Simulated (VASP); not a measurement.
# CuCl (F-43m) in VASP: settings compared

Aim: see how the results for CuCl move with the level of theory and the settings. Levels: PBEsol, r2SCAN. Tasks: single point.

All numbers are computed with VASP 6.6.1; they aren't measurements. Logs are shortened: lines on timing, memory, paths and dates and some standing lists are left out, and cuts for length are marked.

### Step 1. The cell of the first run

The structure is cubic, space group F-43m (No. 216). Conventional cell: a = 5.358 Å, b = 5.358 Å, c = 5.358 Å, α = 90.00°, β = 90.00°, γ = 90.00°. Cu (site symmetry -43m) has 4 Cl at 2.32 Å within 3.1 Å. Cl (site symmetry -43m) has 4 Cu at 2.32 Å within 3.1 Å.

### Step 2. Single point, PBEsol

File INCAR:

```
ALGO = Normal ; EDIFF = 1E-6
ENCUT = 600 ; GGA = PS
GGA_COMPAT = False ; ISIF = 2
ISMEAR = 0 ; LASPH = True
LCHARG = False ; LREAL = False
LWAVE = False ; NBANDS = 16
NELM = 120 ; PREC = Accurate
SIGMA = 0.01
```

File KPOINTS:

```
k-points
0
Gamma
  4 4 4
```

File POSCAR:

```
CuCl
1.0
    0.0000000000      2.6787561796      2.6787561796
    2.6787561796      0.0000000000      2.6787561796
    2.6787561796      2.6787561796      0.0000000000
Cu Cl
1 1
Direct
    0.0000000000      0.0000000000      0.0000000000
    0.2500000000      0.2500000000      0.2500000000
```

Potentials or basis: VASP PAW PBE potentials, release 64 (Cu, Cl).

The run is started by

```sh
> cat potpaw_PBE.64/Cu/POTCAR potpaw_PBE.64/Cl/POTCAR > POTCAR
> mpirun -np 1 vasp_std > vasp.out
```

OUTCAR:

```text
EDIFF = 1E-6
   ENCUT = 600
   GGA = PS
   ISIF = 2
   ISMEAR = 0
   LASPH = True
   LREAL = False
   NELM = 120
   PREC = Accurate

 ion  position               nearest neighbor table
   1  0.000  0.000  0.000-   2 2.32   2 2.32   2 2.32   2 2.32
   2  0.250  0.250  0.250-   1 2.32   1 2.32   1 2.32   1 2.32

  LATTYP: Found a face centered cubic cell.
 ALAT       =     5.3575123592

  Lattice vectors:

 A1 = (   0.0000000000,   2.6787561796,   2.6787561796)
 A2 = (   2.6787561796,   0.0000000000,   2.6787561796)
 A3 = (   2.6787561796,   2.6787561796,   0.0000000000)

Analysis of symmetry for initial positions (statically):
=====================================================================
 Subroutine PRICEL returns:
 Original cell was already a primitive cell.

 Routine SETGRP: Setting up the symmetry group for a
 face centered cubic supercell.

 Subroutine GETGRP returns: Found 24 space group operations
 (whereof 24 operations were pure point group operations)
 out of a pool of 48 trial point group operations.

The static configuration has the point symmetry T_d .

Analysis of symmetry for dynamics (positions and initial velocities):
=====================================================================
 Subroutine PRICEL returns:
 Original cell was already a primitive cell.

 Routine SETGRP: Setting up the symmetry group for a
 face centered cubic supercell.

 Subroutine GETGRP returns: Found 24 space group operations
 (whereof 24 operations were pure point group operations)
 out of a pool of 48 trial point group operations.

The dynamic configuration has the point symmetry T_d .

 Subroutine INISYM returns: Found 24 space group operations
 (whereof 24 operations are pure point group operations),
 and found     1 'primitive' translations

----------------------------------------------------------------------------------------

                                     Primitive cell

  volume of cell :      38.4441

  direct lattice vectors                    reciprocal lattice vectors
     0.000000000  2.678756180  2.678756180    -0.186653792  0.186653792  0.186653792
     2.678756180  0.000000000  2.678756180     0.186653792 -0.186653792  0.186653792
     2.678756180  2.678756180  0.000000000     0.186653792  0.186653792 -0.186653792

  length of vectors
     3.788333319  3.788333319  3.788333319     0.323293852  0.323293852  0.323293852

  position of ions in fractional coordinates (direct lattice)
     0.000000000  0.000000000  0.000000000
     0.250000000  0.250000000  0.250000000

  ion indices of the primitive-cell ions
   primitive index   ion index
                 1           1
                 2           2

----------------------------------------------------------------------------------------

 KPOINTS: k-points

Automatic generation of k-mesh.
 Grid dimensions read from file:
 generate k-points for:    4    4    4

 Generating k-lattice:

  Cartesian coordinates                     Fractional coordinates (reciprocal lattice)
    -0.046663448  0.046663448  0.046663448     0.250000000  0.000000000  0.000000000
     0.046663448 -0.046663448  0.046663448     0.000000000  0.250000000  0.000000000
     0.046663448  0.046663448 -0.046663448     0.000000000  0.000000000  0.250000000

  Length of vectors
     0.080823463  0.080823463  0.080823463

  Shift w.r.t. Gamma in fractional coordinates (k-lattice)
     0.000000000  0.000000000  0.000000000

 Subroutine IBZKPT returns following result:
 ===========================================

 Found      8 irreducible k-points:

 Following reciprocal coordinates:
            Coordinates               Weight
  0.000000  0.000000  0.000000      1.000000
  0.250000  0.000000  0.000000      8.000000
  0.500000  0.000000  0.000000      4.000000
  0.250000  0.250000  0.000000      6.000000
  0.500000  0.250000  0.000000     24.000000
 -0.250000  0.250000  0.000000     12.000000
  0.500000  0.500000  0.000000      3.000000
 -0.250000  0.500000  0.250000      6.000000
   k-points           NKPTS =      8   k-points in BZ     NKDIM =      8   number of bands    NBANDS=     16
   number of dos      NEDOS =    301   number of ions     NIONS =      2
   total plane-waves  NPLWV =  27000
   dimension x,y,z NGX =    30 NGY =   30 NGZ =   30
   dimension x,y,z NGXF=    60 NGYF=   60 NGZF=   60
   ions per type =               1   1
   NGX,Y,Z   is equivalent  to a cutoff of  13.17, 13.17, 13.17 a.u.
   NGXF,Y,Z  is equivalent  to a cutoff of  26.33, 26.33, 26.33 a.u.
 SYSTEM =  unknown system
   PREC   = accura    normal or accurate (medium, high low for compatibility)
   ISTART =      0    job   : 0-new  1-cont  2-samecut
   ICHARG =      2    charge: 1-file 2-atom 10-const
   ISPIN  =      1    spin polarized calculation?
   LNONCOLLINEAR =      F non collinear calculations
   LSORBIT =      F    spin-orbit coupling
   LASPH  =      T    aspherical Exc in radial PAW
   ENCUT  =  600.0 eV  44.10 Ry    6.64 a.u.   7.57  7.57  7.57*2*pi/ulx,y,z
   NELM   =    120;   NELMIN=  2; NELMDL= -5     # of ELM steps
   EDIFF  = 0.1E-05   stopping-criterion for ELM
   LREAL  =      F    real-space projection
   EDIFFG = 0.1E-04   stopping-criterion for IOM
   NSW    =      0    number of steps for IOM
   IBRION =     -1    ionic relax: 0-MD 1-quasi-New 2-CG
   NFREE  =      0    steps in history (QN), initial steepest desc. (CG)
   ISIF   =      2    stress and relaxation
   ISYM   =      2    0-nonsym 1-usesym 2-fastsym
   POTIM  = 0.5000    time-step for ionic-motion
   TEBEG  =    0.0;   TEEND  =   0.0 temperature during run
   PSTRESS=    0.0 pullay stress
   NELECT =      18.0000    total number of electrons
   NUPDOWN=      -1.0000    fix difference up-down
   EMIN   =  10.00;   EMAX   =-10.00  energy-range for DOS
   EFERMI =   0.00;   METHOD = LEGACY
   ISMEAR =     0;   SIGMA  =   0.01  broadening in eV -4-tet -1-fermi 0-gaus
   EFERMI_NEDOS =   21; number of points for ismear=-14 and -15
   IALGO  =     38    algorithm
   IMIX   =      4    mixing-type and parameters
     AMIX     =   0.40;   BMIX     =  1.00
     AMIX_MAG =   1.60;   BMIX_MAG =  1.00
  volume/ion in A,a.u.               =      19.22       129.72
  Fermi-wavevector in a.u.,A,eV,Ry     =   1.271225  2.402267 21.987197  1.616013
  Thomas-Fermi vector in A             =   2.404170
   LORBIT       =      0    0 simple, 1 ext, 2 COOP (PROOUT), +10 PAW based schemes
   GGA     = PS    functional components
   LHFCALC =     F    Hartree Fock is set to
   AEXX    =    0.0000 exact exchange contribution
   IVDW    =     0    specifies the selected vdW correction
   LEPSILON=     F    determine dielectric tensor
   LRPA    =     F    only Hartree local field effects (RPA)
 non-spin polarized calculation
 Gauss-broadening in eV      SIGMA  =   0.01
  energy-cutoff  :      600.00
  volume of cell :       38.44
 maximum number of plane-waves:      1299
   NGX = 15   NGY = 15   NGZ = 15

 number of electron      18.0000012 magnetization

 Free energy of the ion-electron system (eV)
  ---------------------------------------------------
  ext. energy  EPLUGINS =         0.00000000
  ---------------------------------------------------
  free energy    TOTEN  =        -7.03778596 eV

  energy without entropy =       -7.03778596  energy(sigma->0) =       -7.03778596

 E-fermi :   4.1614     XC(G=0):  -9.8045

 val. band max:        4.0594501026   @ k =   0.0000   0.0000   0.0000
 cond. band min:       4.5321676210   @ k =   0.0000   0.0000   0.0000
 fundamental gap:      0.4727175184
 Fermi energy:         4.1614211709

 k-point     1 :       0.0000    0.0000    0.0000
  band No.  band energies     occupation
      1     -13.0805      2.00000
      2      -0.9989      2.00000
      3      -0.9989      2.00000
      4      -0.9989      2.00000
      5       2.4452      2.00000
      6       2.4452      2.00000
[... 8 lines left out ...]
     15      15.8453      0.00000
     16      16.7741      0.00000

 k-point     2 :       0.2500    0.0000    0.0000
  band No.  band energies     occupation
      1     -12.8436      2.00000
      2      -1.9749      2.00000
      3      -0.9822      2.00000
      4      -0.9822      2.00000
      5       2.4353      2.00000
      6       2.4353      2.00000
[... 8 lines left out ...]
     15      15.0242      0.00000
     16      16.2900      0.00000

 k-point     3 :       0.5000    0.0000    0.0000
  band No.  band energies     occupation
      1     -12.5850      2.00000
      2      -2.7778      2.00000
      3      -0.9741      2.00000
      4      -0.9741      2.00000
      5       2.5205      2.00000
      6       2.5205      2.00000
[... 8 lines left out ...]
     15      17.2137      0.00000
     16      17.2137      0.00000

 k-point     4 :       0.2500    0.2500    0.0000
  band No.  band energies     occupation
      1     -12.7660      2.00000
      2      -2.0218      2.00000
      3      -1.0625      2.00000
      4      -1.0625      2.00000
      5       2.2588      2.00000
      6       2.5447      2.00000
[... 8 lines left out ...]
     15      16.3673      0.00000
     16      20.1249      0.00000

 k-point     5 :       0.5000    0.2500    0.0000
  band No.  band energies     occupation
      1     -12.5084      2.00000
      2      -2.4620      2.00000
      3      -1.4448      2.00000
      4      -1.0461      2.00000
      5       2.2905      2.00000
      6       2.5529      2.00000
[... 8 lines left out ...]
     15      17.3254      0.00000
     16      18.4008      0.00000

 k-point     6 :      -0.2500    0.2500    0.0000
  band No.  band energies     occupation
      1     -12.5932      2.00000
      2      -2.2777      2.00000
      3      -1.5346      2.00000
      4      -0.9609      2.00000
      5       2.3852      2.00000
      6       2.4584      2.00000
[... 8 lines left out ...]
     15      17.1554      0.00000
     16      18.0711      0.00000

 k-point     7 :       0.5000    0.5000    0.0000
  band No.  band energies     occupation
      1     -12.4262      2.00000
      2      -2.7185      2.00000
      3      -1.1170      2.00000
      4      -1.1170      2.00000
      5       2.2926      2.00000
      6       2.5604      2.00000
[... 8 lines left out ...]
     15      17.1072      0.00000
     16      18.1079      0.00000

 k-point     8 :      -0.2500    0.5000    0.2500
  band No.  band energies     occupation
      1     -12.4230      2.00000
      2      -2.1564      2.00000
      3      -1.8723      2.00000
      4      -1.2056      2.00000
      5       2.2265      2.00000
      6       2.3461      2.00000
[... 8 lines left out ...]
     15      17.8598      0.00000
     16      17.9035      0.00000

------------------------ aborting loop because EDIFF is reached ----------------------------------------

  FORCE on cell =-STRESS in cart. coord.  units (eV):
  Direction    XX          YY          ZZ          XY          YZ          ZX
  --------------------------------------------------------------------------------------
  -------------------------------------------------------------------------------------
  Total       -0.4382543     -0.4382543     -0.4382543     -0.0000000      0.0000000      0.0000000
  in kB      -18.2644755    -18.2644755    -18.2644755     -0.0000000      0.0000000      0.0000000
  external PRESSURE =     -18.2644755 kB  Pullay stress =       0.0000000 kB

 VOLUME and BASIS-vectors are now :
 -----------------------------------------------------------------------------
  energy-cutoff  :      600.00
  volume of cell :       38.44
      direct lattice vectors                 reciprocal lattice vectors
     0.000000000  2.678756180  2.678756180    -0.186653792  0.186653792  0.186653792
     2.678756180  0.000000000  2.678756180     0.186653792 -0.186653792  0.186653792
     2.678756180  2.678756180  0.000000000     0.186653792  0.186653792 -0.186653792

 POSITION                                       TOTAL-FORCE (eV/Angst)
 -----------------------------------------------------------------------------------
      0.00000      0.00000      0.00000        -0.000000     -0.000000     -0.000000
      1.33938      1.33938      1.33938         0.000000      0.000000      0.000000
 -----------------------------------------------------------------------------------
    total drift:                               -0.000001     -0.000001     -0.000000

  FREE ENERGIE OF THE ION-ELECTRON SYSTEM (eV)
  ---------------------------------------------------
  free  energy   TOTEN  =        -7.0377859599 eV

  energy  without entropy=       -7.0377859599  energy(sigma->0) =       -7.03778596
```

Run time: 5.3 s. Hardware: 1 thread of AMD EPYC 9R45 (Zen 5), shared host; peak memory 0.13 GiB.

What came out:

```
Free energy            : -7.0378 eV
Pressure               : -1.8 GPa
Band gap on the k mesh : 0.47 eV, direct
```

Levels at points of the mesh, in eV from the valence-band top:
```csv
k point,band 7,band 8,band 9,band 10,band 11,band 12
"(0.00, 0.00, 0.00)",0.00,0.00,0.00,0.47,6.68,6.68
"(0.50, 0.00, 0.00)",-1.48,-0.61,-0.61,2.85,6.80,7.11
"(0.50, 0.50, 0.00)",-1.41,-1.20,-1.20,3.29,4.47,8.79
```

Caveat: the k points lie up to 0.51 Å⁻¹ apart; the PAW data sets were made with another functional, which shifts forces and pressure a little.

### Step 3. Single point, r2SCAN

POSCAR is that of step 2.

File INCAR.step1:

```
SYSTEM = CuCl
PREC = Accurate ; ENCUT = 660
ISMEAR = 0 ; SIGMA = 0.01
LREAL = .False. ; LASPH = .True.
NELM = 120 ; NBANDS = 16
GGA = PE ; ALGO = Normal
EDIFF = 1E-5 ; LWAVE = .True.
LCHARG = .False. ; GGA_COMPAT = .False.
```

File INCAR.step2:

```
SYSTEM = CuCl
PREC = Accurate ; ENCUT = 660
EDIFF = 1E-6 ; ISMEAR = 0
SIGMA = 0.01 ; LREAL = .False.
LASPH = .True. ; NELM = 120
ALGO = Normal ; ISIF = 2
LWAVE = .False. ; LCHARG = .False.
METAGGA = R2SCAN ; LMIXTAU = .True.
NBANDS = 16 ; ISTART = 1
GGA_COMPAT = .False.
```

File KPOINTS:

```
Automatic mesh
0
Gamma
  6 6 6
  0 0 0
```

Potentials or basis: VASP PAW PBE potentials, release 64 (Cu, Cl).

The run is started by

```sh
> cat potpaw_PBE.64/Cu/POTCAR potpaw_PBE.64/Cl/POTCAR > POTCAR
> cp INCAR.step1 INCAR
> mpirun -np 1 vasp_std > vasp.out
> cp INCAR.step2 INCAR
> mpirun -np 1 vasp_std > vasp.out
```

It took 41 s on 1 thread of AMD EPYC 9R45 (Zen 5), shared host; peak memory 0.16 GiB.

Results (log left out):

```
Free energy            : -17.9696 eV
Pressure               : 0.1 GPa
Band gap on the k mesh : 0.95 eV, direct
```

Levels at points of the mesh, in eV from the valence-band top:
| k point | band 5 | band 6 | band 7 | band 8 | band 9 | band 10 | band 11 | band 12 | band 13 | band 14 |
| --- | --- | --- | --- | --- | --- | --- | --- | --- | --- | --- |
| (0.00, 0.00, 0.00) | -1.57 | -1.57 | 0.00 | 0.00 | 0.00 | 0.95 | 7.20 | 7.20 | 7.20 | 12.25 |
| (0.50, 0.00, 0.00) | -1.49 | -1.49 | -1.44 | -0.60 | -0.60 | 3.35 | 7.29 | 7.58 | 7.58 | 12.50 |
| (0.50, 0.50, 0.00) | -1.72 | -1.43 | -1.36 | -1.18 | -1.18 | 3.66 | 4.90 | 9.38 | 11.89 | 11.89 |

Caveat: the PAW data sets were made with another functional, which shifts forces and pressure a little.
